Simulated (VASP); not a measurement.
# NbCd3 (Pm-3m) in VASP: a series of runs

Runs on NbCd3. Level: PBE. Tasks: single point.

Everything below comes from runs of VASP 6.6.1. Logs are shortened: lines on timing, memory, paths and dates and some standing lists are left out, and cuts for length are marked.

## Step 1: The cell of the first run

It takes space group Pm-3m (No. 221, cubic). The conventional cell has a = 4.070 Å, b = 4.070 Å, c = 4.070 Å, α = 90.00°, β = 90.00°, γ = 90.00°. Nb (site symmetry m-3m) has 12 Cd at 2.88 Å within 3.8 Å. Within 3.8 Å of Cd (site symmetry 4/mmm) lie 4 Nb at 2.88 Å and 8 Cd at 2.88 Å.

## Step 2: Single point, PBE

Contents of INCAR:

```
PREC = Accurate ; ENCUT = 520
EDIFF = 1E-6 ; ISMEAR = 1
SIGMA = 0.15 ; LREAL = F
LASPH = T ; NELM = 100
ALGO = Normal ; ISIF = 2
LWAVE = F ; LCHARG = F
GGA = PE ; NBANDS = 32
```

Contents of KPOINTS:

```
Automatic mesh
0
Gamma
  6 6 6
```

Contents of POSCAR:

```
NbCd3
1.0
    4.0695377561      0.0000000000      0.0000000000
    0.0000000000      4.0695377561      0.0000000000
    0.0000000000      0.0000000000      4.0695377561
Nb Cd
1 3
Direct
    0.0000000000      0.0000000000      0.0000000000
    0.0000000000      0.5000000000      0.5000000000
    0.5000000000      0.0000000000      0.5000000000
    0.5000000000      0.5000000000      0.0000000000
```

Potentials or basis: VASP PAW PBE potentials, release 64 (Nb_sv, Cd).

Launch:

```bash
$ cat potpaw_PBE.64/Nb_sv/POTCAR potpaw_PBE.64/Cd/POTCAR > POTCAR
$ mpirun -np 1 vasp_std > vasp.out
```

OUTCAR:

```text
PREC = Accurate
   ENCUT = 520
   EDIFF = 1E-6
   ISMEAR = 1
   LREAL = F
   LASPH = T
   NELM = 100
   ISIF = 2
   GGA = PE

 ion  position               nearest neighbor table
   1  0.000  0.000  0.000-   2 2.88   3 2.88   4 2.88   2 2.88   3 2.88   2 2.88   4 2.88   2 2.88
                             3 2.88   4 2.88   3 2.88   4 2.88
   2  0.000  0.500  0.500-   1 2.88   3 2.88   4 2.88   1 2.88   4 2.88   1 2.88   3 2.88   1 2.88
                             3 2.88   4 2.88   4 2.88   3 2.88
   3  0.500  0.000  0.500-   1 2.88   2 2.88   4 2.88   1 2.88   4 2.88   2 2.88   4 2.88   4 2.88
                             1 2.88   2 2.88   1 2.88   2 2.88
   4  0.500  0.500  0.000-   1 2.88   2 2.88   3 2.88   2 2.88   3 2.88   1 2.88   3 2.88   3 2.88
                             1 2.88   2 2.88   2 2.88   1 2.88

  LATTYP: Found a simple cubic cell.
 ALAT       =     4.0695377561

  Lattice vectors:

 A1 = (   4.0695377561,   0.0000000000,   0.0000000000)
 A2 = (   0.0000000000,   4.0695377561,   0.0000000000)
 A3 = (   0.0000000000,   0.0000000000,   4.0695377561)

Analysis of symmetry for initial positions (statically):
=====================================================================
 Subroutine PRICEL returns:
 Original cell was already a primitive cell.

 Routine SETGRP: Setting up the symmetry group for a
 simple cubic supercell.

 Subroutine GETGRP returns: Found 48 space group operations
 (whereof 48 operations were pure point group operations)
 out of a pool of 48 trial point group operations.

The static configuration has the point symmetry O_h .

Analysis of symmetry for dynamics (positions and initial velocities):
=====================================================================
 Subroutine PRICEL returns:
 Original cell was already a primitive cell.

 Routine SETGRP: Setting up the symmetry group for a
 simple cubic supercell.

 Subroutine GETGRP returns: Found 48 space group operations
 (whereof 48 operations were pure point group operations)
 out of a pool of 48 trial point group operations.

The dynamic configuration has the point symmetry O_h .

 Subroutine INISYM returns: Found 48 space group operations
 (whereof 48 operations are pure point group operations),
 and found     1 'primitive' translations

----------------------------------------------------------------------------------------

                                     Primitive cell

  volume of cell :      67.3962

  direct lattice vectors                    reciprocal lattice vectors
     4.069537756  0.000000000  0.000000000     0.245728154  0.000000000  0.000000000
     0.000000000  4.069537756  0.000000000     0.000000000  0.245728154  0.000000000
     0.000000000  0.000000000  4.069537756     0.000000000  0.000000000  0.245728154

  length of vectors
     4.069537756  4.069537756  4.069537756     0.245728154  0.245728154  0.245728154

  position of ions in fractional coordinates (direct lattice)
     0.000000000  0.000000000  0.000000000
     0.000000000  0.500000000  0.500000000
     0.500000000  0.000000000  0.500000000
     0.500000000  0.500000000  0.000000000

  ion indices of the primitive-cell ions
   primitive index   ion index
                 1           1
                 2           2
                 3           3
                 4           4

----------------------------------------------------------------------------------------

 KPOINTS: Automatic mesh

Automatic generation of k-mesh.
 Grid dimensions read from file:
 generate k-points for:    6    6    6

 Generating k-lattice:

  Cartesian coordinates                     Fractional coordinates (reciprocal lattice)
     0.040954692  0.000000000  0.000000000     0.166666667  0.000000000  0.000000000
     0.000000000  0.040954692  0.000000000     0.000000000  0.166666667  0.000000000
     0.000000000  0.000000000  0.040954692     0.000000000  0.000000000  0.166666667

  Length of vectors
     0.040954692  0.040954692  0.040954692

  Shift w.r.t. Gamma in fractional coordinates (k-lattice)
     0.000000000  0.000000000  0.000000000

 Subroutine IBZKPT returns following result:
 ===========================================

 Found     20 irreducible k-points:

 Following reciprocal coordinates:
            Coordinates               Weight
  0.000000  0.000000  0.000000      1.000000
  0.166667  0.000000  0.000000      6.000000
  0.333333  0.000000  0.000000      6.000000
  0.500000  0.000000  0.000000      3.000000
  0.166667  0.166667  0.000000     12.000000
  0.333333  0.166667  0.000000     24.000000
[... 12 lines left out ...]
  0.500000  0.500000  0.333333      6.000000
  0.500000  0.500000  0.500000      1.000000
   k-points           NKPTS =     20   k-points in BZ     NKDIM =     20   number of bands    NBANDS=     32
   number of dos      NEDOS =    301   number of ions     NIONS =      4
   total plane-waves  NPLWV =  27000
   dimension x,y,z NGX =    30 NGY =   30 NGZ =   30
   dimension x,y,z NGXF=    60 NGYF=   60 NGZF=   60
   ions per type =               1   3
   NGX,Y,Z   is equivalent  to a cutoff of  12.26, 12.26, 12.26 a.u.
   NGXF,Y,Z  is equivalent  to a cutoff of  24.51, 24.51, 24.51 a.u.
 SYSTEM =  unknown system
   PREC   = accura    normal or accurate (medium, high low for compatibility)
   ISTART =      0    job   : 0-new  1-cont  2-samecut
   ICHARG =      2    charge: 1-file 2-atom 10-const
   ISPIN  =      1    spin polarized calculation?
   LNONCOLLINEAR =      F non collinear calculations
   LSORBIT =      F    spin-orbit coupling
   LASPH  =      T    aspherical Exc in radial PAW
   ENCUT  =  520.0 eV  38.22 Ry    6.18 a.u.   7.57  7.57  7.57*2*pi/ulx,y,z
   NELM   =    100;   NELMIN=  2; NELMDL= -5     # of ELM steps
   EDIFF  = 0.1E-05   stopping-criterion for ELM
   LREAL  =      F    real-space projection
   EDIFFG = 0.1E-04   stopping-criterion for IOM
   NSW    =      0    number of steps for IOM
   IBRION =     -1    ionic relax: 0-MD 1-quasi-New 2-CG
   NFREE  =      0    steps in history (QN), initial steepest desc. (CG)
   ISIF   =      2    stress and relaxation
   ISYM   =      2    0-nonsym 1-usesym 2-fastsym
   POTIM  = 0.5000    time-step for ionic-motion
   TEBEG  =    0.0;   TEEND  =   0.0 temperature during run
   PSTRESS=    0.0 pullay stress
   NELECT =      49.0000    total number of electrons
   NUPDOWN=      -1.0000    fix difference up-down
   EMIN   =  10.00;   EMAX   =-10.00  energy-range for DOS
   EFERMI =   0.00;   METHOD = LEGACY
   ISMEAR =     1;   SIGMA  =   0.15  broadening in eV -4-tet -1-fermi 0-gaus
   EFERMI_NEDOS =   21; number of points for ismear=-14 and -15
   IALGO  =     38    algorithm
   IMIX   =      4    mixing-type and parameters
     AMIX     =   0.40;   BMIX     =  1.00
     AMIX_MAG =   1.60;   BMIX_MAG =  1.00
  volume/ion in A,a.u.               =      16.85       113.70
  Fermi-wavevector in a.u.,A,eV,Ry     =   1.472070  2.781809 29.483687  2.166990
  Thomas-Fermi vector in A             =   2.587129
   LORBIT       =      0    0 simple, 1 ext, 2 COOP (PROOUT), +10 PAW based schemes
   GGA     = PE    functional components
   LHFCALC =     F    Hartree Fock is set to
   AEXX    =    0.0000 exact exchange contribution
   IVDW    =     0    specifies the selected vdW correction
   LEPSILON=     F    determine dielectric tensor
   LRPA    =     F    only Hartree local field effects (RPA)
 non-spin polarized calculation
 Methfessel and Paxton  Order N= 1 SIGMA  =   0.15
  energy-cutoff  :      520.00
  volume of cell :       67.40
 maximum number of plane-waves:      1856
   NGX = 15   NGY = 15   NGZ = 15

 number of electron      48.9999976 magnetization

 Free energy of the ion-electron system (eV)
  ---------------------------------------------------
  ext. energy  EPLUGINS =         0.00000000
  ---------------------------------------------------
  free energy    TOTEN  =       -10.99783785 eV

  energy without entropy =      -10.99211749  energy(sigma->0) =      -10.99593107

 E-fermi :   6.3335     XC(G=0): -12.5437

 val. band max:        6.3301416887   @ k =   0.3333   0.3333   0.0000
 cond. band min:       6.3426449292   @ k =   0.1667   0.1667   0.1667
 fundamental gap:      0.0125032405
 Fermi energy:         6.3335356910

 k-point     1 :       0.0000    0.0000    0.0000
  band No.  band energies     occupation
      1     -48.3656      2.00000
      2     -24.4804      2.00000
      3     -24.4804      2.00000
      4     -24.4804      2.00000
      5      -4.0459      2.00000
      6      -3.7194      2.00000
[... 24 lines left out ...]
     31      13.3038      0.00000
     32      14.3837      0.00000

 k-point     2 :       0.1667    0.0000    0.0000
  band No.  band energies     occupation
      1     -48.3653      2.00000
      2     -24.4905      2.00000
      3     -24.4811      2.00000
      4     -24.4811      2.00000
      5      -3.9185      2.00000
      6      -3.6705      2.00000
[... 24 lines left out ...]
     31      14.5404      0.00000
     32      14.5446      0.00000

 k-point     3 :       0.3333    0.0000    0.0000
  band No.  band energies     occupation
      1     -48.3645      2.00000
      2     -24.5106      2.00000
      3     -24.4825      2.00000
      4     -24.4825      2.00000
      5      -3.6164      2.00000
      6      -3.5563      2.00000
[... 24 lines left out ...]
     31      13.5531      0.00000
     32      13.5531      0.00000

 k-point     4 :       0.5000    0.0000    0.0000
  band No.  band energies     occupation
      1     -48.3641      2.00000
      2     -24.5206      2.00000
      3     -24.4832      2.00000
      4     -24.4832      2.00000
      5      -3.4864      2.00000
      6      -3.4151      2.00000
[... 24 lines left out ...]
     31      12.2187      0.00000
     32      12.3771      0.00000

 k-point     5 :       0.1667    0.1667    0.0000
  band No.  band energies     occupation
      1     -48.3649      2.00000
      2     -24.4924      2.00000
      3     -24.4887      2.00000
      4     -24.4818      2.00000
      5      -3.8116      2.00000
      6      -3.5929      2.00000
[... 444 lines left out ...]
     31      11.5165      0.00000
     32      14.3673      0.00000

 k-point    18 :       0.5000    0.3333    0.3333
  band No.  band energies     occupation
      1     -48.3629      2.00000
      2     -24.5090      2.00000
      3     -24.5034      2.00000
      4     -24.4997      2.00000
      5      -3.5117      2.00000
      6      -3.4021      2.00000
[... 24 lines left out ...]
     31      12.3295      0.00000
     32      13.1530      0.00000

 k-point    19 :       0.5000    0.5000    0.3333
  band No.  band energies     occupation
      1     -48.3627      2.00000
      2     -24.5071      2.00000
      3     -24.5071      2.00000
      4     -24.5002      2.00000
      5      -3.4825      2.00000
      6      -3.4809      2.00000
[... 24 lines left out ...]
     31      11.6356      0.00000
     32      11.7803      0.00000

 k-point    20 :       0.5000    0.5000    0.5000
  band No.  band energies     occupation
      1     -48.3626      2.00000
      2     -24.5051      2.00000
      3     -24.5051      2.00000
      4     -24.5051      2.00000
      5      -3.5807      2.00000
      6      -3.5807      2.00000
[... 24 lines left out ...]
     31      11.3613      0.00000
     32      11.3613      0.00000

------------------------ aborting loop because EDIFF is reached ----------------------------------------

  FORCE on cell =-STRESS in cart. coord.  units (eV):
  Direction    XX          YY          ZZ          XY          YZ          ZX
  --------------------------------------------------------------------------------------
  -------------------------------------------------------------------------------------
  Total       10.7262122     10.7262122     10.7262122     -0.0000000     -0.0000000     -0.0000000
  in kB      254.9891618    254.9891618    254.9891618     -0.0000000     -0.0000000     -0.0000000
  external PRESSURE =     254.9891618 kB  Pullay stress =       0.0000000 kB

 VOLUME and BASIS-vectors are now :
 -----------------------------------------------------------------------------
  energy-cutoff  :      520.00
  volume of cell :       67.40
      direct lattice vectors                 reciprocal lattice vectors
     4.069537756  0.000000000  0.000000000     0.245728154  0.000000000  0.000000000
     0.000000000  4.069537756  0.000000000     0.000000000  0.245728154  0.000000000
     0.000000000  0.000000000  4.069537756     0.000000000  0.000000000  0.245728154

 POSITION                                       TOTAL-FORCE (eV/Angst)
 -----------------------------------------------------------------------------------
      0.00000      0.00000      0.00000         0.000000      0.000000      0.000000
      0.00000      2.03477      2.03477         0.000000      0.000000      0.000000
      2.03477      0.00000      2.03477         0.000000      0.000000      0.000000
      2.03477      2.03477      0.00000         0.000000      0.000000      0.000000
 -----------------------------------------------------------------------------------
    total drift:                                0.000000      0.000000     -0.000000

  FREE ENERGIE OF THE ION-ELECTRON SYSTEM (eV)
  ---------------------------------------------------
  free  energy   TOTEN  =       -10.9978378525 eV

  energy  without entropy=      -10.9921174916  energy(sigma->0) =      -10.99593107
```

It took 18 s on 1 thread of Intel Xeon Platinum 8559C (Emerald Rapids), shared host; peak memory 0.18 GiB.

Results:

```
Free energy : -10.9978 eV
Pressure    : 25.5 GPa
```

Levels at points of the mesh, in eV from the Fermi level:
| k point | band 20 | band 21 | band 22 | band 23 | band 24 | band 25 | band 26 | band 27 | band 28 | band 29 |
| --- | --- | --- | --- | --- | --- | --- | --- | --- | --- | --- |
| (0.00, 0.00, 0.00) | -7.65 | -0.92 | -0.92 | 0.12 | 0.12 | 0.12 | 1.49 | 1.49 | 1.49 | 6.24 |
| (0.50, 0.00, 0.00) | -6.62 | -6.42 | -1.09 | -1.09 | -0.94 | 1.14 | 1.37 | 3.86 | 4.70 | 4.70 |
| (0.50, 0.50, 0.00) | -5.81 | -3.56 | -3.24 | -3.24 | -0.43 | -0.43 | 1.25 | 2.18 | 2.40 | 6.09 |
| (0.50, 0.50, 0.50) | -2.85 | -2.44 | -2.44 | -2.44 | -1.38 | -1.38 | -1.38 | 1.74 | 1.74 | 4.57 |

[end of part 1 of 2]
